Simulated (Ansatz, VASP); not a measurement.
## Two plane-wave programs on Mo

```xyz
1
Lattice="-1.4394 1.4394 1.8713 1.4394 -1.4394 1.8713 1.4394 1.4394 -1.8713" Properties=species:S:1:pos:R:3 pbc="T T T"
Mo    0.0000    0.0000    0.0000
```

Alike in both runs: task single point; functional PBEsol; k mesh 24 × 24 × 24; occupations gaussian, width 0.15 eV; no spin polarisation.

|  | VASP | Ansatz |
| --- | --- | --- |
| version | VASP 6.6.1 | Ansatz 0.2.0 |
| potentials or method | VASP PAW PBE potentials, release 64 (Mo_sv), cutoff 520 eV | scalar-relativistic, plane waves, PAW |
| valence electrons in the cell | 14 | 14 |

|  | VASP | Ansatz | Ansatz less VASP |
| --- | --- | --- | --- |
| gap on the k mesh at the Fermi level (eV) | none | none | - |
| pressure (GPa) | 1.1 | 0.5 | -0.53 |
| traceless stress, the component that is largest in VASP (GPa) | -11.52 | -11.53 | -0.007 |

VASP's potentials were made for PBE, not for PBEsol. A gap of «none» marks a metal or a gap that the smearing closes.
